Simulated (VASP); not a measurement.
# Bi (P6_3/mmc) in VASP: notebook, part 2 of 2

VASP 6.6.1. The steps go on from the part before.

### Step 3. Single point, PBEsol

This run uses another cell than the first one, of 36.73 Å³/atom, 1.228 times its volume.

Contents of INCAR:

```
ALGO = Normal
EDIFF = 1E-6
ENCUT = 520
GGA = PS
ISIF = 2
ISMEAR = 0
LASPH = T
LCHARG = F
LREAL = F
LWAVE = F
NBANDS = 38
NELM = 80
PREC = Accurate
SIGMA = 0.1
```

Contents of KPOINTS:

```
k-points
0
Gamma
  6 6 2
```

Contents of POSCAR:

```
Bi
1.0
    3.7467851482      0.0000000000      0.0000000000
   -1.8733925741      3.2448111209      0.0000000000
    0.0000000000      0.0000000000     12.0841216167
Bi
4
Direct
    0.0000000000      0.0000000000      0.0000000000
    0.0000000000      0.0000000000      0.5000000000
    0.3333333333      0.6666666667      0.7500000000
    0.6666666667      0.3333333333      0.2500000000
```

Potentials or basis: VASP PAW PBE potentials, release 64 (Bi_d).

Command:

```
cat potpaw_PBE.64/Bi_d/POTCAR > POTCAR
mpirun -np 1 vasp_std > vasp.out
```

OUTCAR:

```text
EDIFF = 1E-6
   ENCUT = 520
   GGA = PS
   ISIF = 2
   ISMEAR = 0
   LASPH = T
   LREAL = F
   NELM = 80
   PREC = Accurate

 ion  position               nearest neighbor table
   1  0.000  0.000  0.000-   3 3.72   4 3.72   4 3.72   3 3.72   4 3.72   3 3.72
   2  0.000  0.000  0.500-   3 3.72   4 3.72   4 3.72   3 3.72   4 3.72   3 3.72
   3  0.333  0.667  0.750-   1 3.72   2 3.72   1 3.72   2 3.72   1 3.72   2 3.72
   4  0.667  0.333  0.250-   1 3.72   2 3.72   1 3.72   2 3.72   1 3.72   2 3.72

  LATTYP: Found a hexagonal cell.
 ALAT       =     3.7467851482
 C/A-ratio  =     3.2251973729

  Lattice vectors:

 A1 = (   3.7467851482,   0.0000000000,   0.0000000000)
 A2 = (  -1.8733925741,   3.2448111209,   0.0000000000)
 A3 = (   0.0000000000,   0.0000000000,  12.0841216167)

Analysis of symmetry for initial positions (statically):
=====================================================================
 Subroutine PRICEL returns:
 Original cell was already a primitive cell.

 Routine SETGRP: Setting up the symmetry group for a
 hexagonal supercell.

 Subroutine GETGRP returns: Found 24 space group operations
 (whereof 12 operations were pure point group operations)
 out of a pool of 24 trial point group operations.

The static configuration has the point symmetry D_3d.
 The point group associated with its full space group is D_6h.

Analysis of symmetry for dynamics (positions and initial velocities):
=====================================================================
 Subroutine PRICEL returns:
 Original cell was already a primitive cell.

 Routine SETGRP: Setting up the symmetry group for a
 hexagonal supercell.

 Subroutine GETGRP returns: Found 24 space group operations
 (whereof 12 operations were pure point group operations)
 out of a pool of 24 trial point group operations.

The dynamic configuration has the point symmetry D_3d.
 The point group associated with its full space group is D_6h.

 Subroutine INISYM returns: Found 24 space group operations
 (whereof 12 operations are pure point group operations),
 and found     1 'primitive' translations

----------------------------------------------------------------------------------------

                                     Primitive cell

  volume of cell :     146.9140

  direct lattice vectors                    reciprocal lattice vectors
     3.746785148  0.000000000  0.000000000     0.266895475  0.154092174  0.000000000
    -1.873392574  3.244811121  0.000000000     0.000000000  0.308184348  0.000000000
     0.000000000  0.000000000 12.084121617     0.000000000  0.000000000  0.082753222

  length of vectors
     3.746785148  3.746785148 12.084121617     0.308184348  0.308184348  0.082753222

  position of ions in fractional coordinates (direct lattice)
     0.000000000  0.000000000  0.000000000
     0.000000000  0.000000000  0.500000000
     0.333333333  0.666666667  0.750000000
     0.666666667  0.333333333  0.250000000

  ion indices of the primitive-cell ions
   primitive index   ion index
                 1           1
                 2           2
                 3           3
[... 28 lines left out ...]
 Following reciprocal coordinates:
            Coordinates               Weight
  0.000000  0.000000  0.000000      1.000000
  0.166667 -0.000000  0.000000      6.000000
  0.333333 -0.000000  0.000000      6.000000
  0.500000 -0.000000  0.000000      3.000000
  0.166667  0.166667  0.000000      6.000000
  0.333333  0.166667  0.000000     12.000000
  0.333333  0.333333  0.000000      2.000000
  0.000000  0.000000  0.500000      1.000000
  0.166667 -0.000000  0.500000      6.000000
  0.333333 -0.000000  0.500000      6.000000
  0.500000 -0.000000  0.500000      3.000000
  0.166667  0.166667  0.500000      6.000000
  0.333333  0.166667  0.500000     12.000000
  0.333333  0.333333  0.500000      2.000000
   k-points           NKPTS =     14   k-points in BZ     NKDIM =     14   number of bands    NBANDS=     38
   number of dos      NEDOS =    301   number of ions     NIONS =      4
   total plane-waves  NPLWV =  70560
   dimension x,y,z NGX =    28 NGY =   28 NGZ =   90
   dimension x,y,z NGXF=    56 NGYF=   56 NGZF=  180
   ions per type =               4
   NGX,Y,Z   is equivalent  to a cutoff of  12.42, 12.42, 12.38 a.u.
   NGXF,Y,Z  is equivalent  to a cutoff of  24.85, 24.85, 24.76 a.u.
 SYSTEM =  unknown system
   PREC   = accura    normal or accurate (medium, high low for compatibility)
   ISTART =      0    job   : 0-new  1-cont  2-samecut
   ICHARG =      2    charge: 1-file 2-atom 10-const
   ISPIN  =      1    spin polarized calculation?
   LNONCOLLINEAR =      F non collinear calculations
   LSORBIT =      F    spin-orbit coupling
   LASPH  =      T    aspherical Exc in radial PAW
   ENCUT  =  520.0 eV  38.22 Ry    6.18 a.u.   6.97  6.97 22.47*2*pi/ulx,y,z
   NELM   =     80;   NELMIN=  2; NELMDL= -5     # of ELM steps
   EDIFF  = 0.1E-05   stopping-criterion for ELM
   LREAL  =      F    real-space projection
   EDIFFG = 0.1E-04   stopping-criterion for IOM
   NSW    =      0    number of steps for IOM
   IBRION =     -1    ionic relax: 0-MD 1-quasi-New 2-CG
   NFREE  =      0    steps in history (QN), initial steepest desc. (CG)
   ISIF   =      2    stress and relaxation
   ISYM   =      2    0-nonsym 1-usesym 2-fastsym
   POTIM  = 0.5000    time-step for ionic-motion
   TEBEG  =    0.0;   TEEND  =   0.0 temperature during run
   PSTRESS=    0.0 pullay stress
   NELECT =      60.0000    total number of electrons
   NUPDOWN=      -1.0000    fix difference up-down
   EMIN   =  10.00;   EMAX   =-10.00  energy-range for DOS
   EFERMI =   0.00;   METHOD = LEGACY
   ISMEAR =     0;   SIGMA  =   0.10  broadening in eV -4-tet -1-fermi 0-gaus
   EFERMI_NEDOS =   21; number of points for ismear=-14 and -15
   IALGO  =     38    algorithm
   IMIX   =      4    mixing-type and parameters
     AMIX     =   0.40;   BMIX     =  1.00
     AMIX_MAG =   1.60;   BMIX_MAG =  1.00
  volume/ion in A,a.u.               =      36.73       247.86
  Fermi-wavevector in a.u.,A,eV,Ry     =   1.214612  2.295283 20.072426  1.475282
  Thomas-Fermi vector in A             =   2.350026
   LORBIT       =      0    0 simple, 1 ext, 2 COOP (PROOUT), +10 PAW based schemes
   GGA     = PS    functional components
   LHFCALC =     F    Hartree Fock is set to
   AEXX    =    0.0000 exact exchange contribution
   IVDW    =     0    specifies the selected vdW correction
   LEPSILON=     F    determine dielectric tensor
   LRPA    =     F    only Hartree local field effects (RPA)
 non-spin polarized calculation
 Gauss-broadening in eV      SIGMA  =   0.10
  energy-cutoff  :      520.00
  volume of cell :      146.91
 maximum number of plane-waves:      3980
 NGX is ok and might be reduce to    28
   NGX = 13   NGY = 13   NGZ = 45

 number of electron      60.0000010 magnetization

 Free energy of the ion-electron system (eV)
  ---------------------------------------------------
  ext. energy  EPLUGINS =         0.00000000
  ---------------------------------------------------
  free energy    TOTEN  =       -16.15196837 eV

  energy without entropy =      -16.14687108  energy(sigma->0) =      -16.14941972

 E-fermi :   5.8828     XC(G=0):  -9.6773

 val. band max:        5.6581892438   @ k =   0.5000  -0.0000   0.5000
 cond. band min:       5.8837883383   @ k =   0.1667   0.1667   0.0000
 fundamental gap:      0.2255990945
 Fermi energy:         5.8828103096

 k-point     1 :       0.0000    0.0000    0.0000
  band No.  band energies     occupation
      1     -17.0963      2.00000
      2     -17.0963      2.00000
      3     -17.0942      2.00000
      4     -17.0942      2.00000
      5     -17.0699      2.00000
      6     -17.0692      2.00000
[... 563 lines left out ...]
     37      10.8761      0.00000
     38      10.8761      0.00000

------------------------ aborting loop because EDIFF is reached ----------------------------------------

  FORCE on cell =-STRESS in cart. coord.  units (eV):
  Direction    XX          YY          ZZ          XY          YZ          ZX
  --------------------------------------------------------------------------------------
  -------------------------------------------------------------------------------------
  Total       -7.9373635     -7.9373635     -6.2210691      0.0000000      0.0000000      0.0000000
  in kB      -86.5612571    -86.5612571    -67.8441348      0.0000000      0.0000000      0.0000000
  external PRESSURE =     -80.3222163 kB  Pullay stress =       0.0000000 kB

 VOLUME and BASIS-vectors are now :
 -----------------------------------------------------------------------------
  energy-cutoff  :      520.00
  volume of cell :      146.91
      direct lattice vectors                 reciprocal lattice vectors
     3.746785148  0.000000000  0.000000000     0.266895475  0.154092174  0.000000000
    -1.873392574  3.244811121  0.000000000     0.000000000  0.308184348  0.000000000
     0.000000000  0.000000000 12.084121617     0.000000000  0.000000000  0.082753222

 POSITION                                       TOTAL-FORCE (eV/Angst)
 -----------------------------------------------------------------------------------
      0.00000      0.00000      0.00000        -0.000000      0.000000      0.000000
      0.00000      0.00000      6.04206        -0.000000      0.000000      0.000000
     -0.00000      2.16321      9.06309         0.000000     -0.000000      0.000000
      1.87339      1.08160      3.02103        -0.000000      0.000000      0.000000
 -----------------------------------------------------------------------------------
    total drift:                               -0.000000      0.000000      0.000000

  FREE ENERGIE OF THE ION-ELECTRON SYSTEM (eV)
  ---------------------------------------------------
  free  energy   TOTEN  =       -16.1519683674 eV

  energy  without entropy=      -16.1468710797  energy(sigma->0) =      -16.14941972
```

stdout:

```text
POSCAR found type information on POSCAR Bi
 POSCAR found :  1 types and       4 ions
 scaLAPACK will be used
 -----------------------------------------------------------------------------
|                                                                             |
|                                                                             |
|     You enforced a specific xc type in the INCAR file but a different       |
|     I HOPE YOU KNOW WHAT YOU ARE DOING!                                     |
|                                                                             |
 -----------------------------------------------------------------------------

 LDA part: xc-table for (Slater+PW92), standard interpolation
 POSCAR, INCAR and KPOINTS ok, starting setup
 FFT: planning ... GRIDC
 FFT: planning ... GRID_SOFT
 FFT: planning ... GRID
 WAVECAR not read
 entering main loop
```

Wall time 43 s (1 thread of Intel Xeon Platinum 8488C (Sapphire Rapids), shared host); peak memory 0.25 GiB.

Results:

* Free energy: -16.1520 eV
* Pressure: -8.0 GPa
* Band gap on the k mesh: zero (band 30 reaches 9.03 eV, above the bottom of band 31 at 4.16 eV)

Stress tensor (GPa, compression positive):
```
-8.66  0.00  0.00
 0.00 -8.66  0.00
 0.00  0.00 -6.78
```

Caveat: the PAW data sets were made with another functional, which shifts forces and pressure a little; spin-orbit coupling is left out, which moves the levels of the heavy elements.
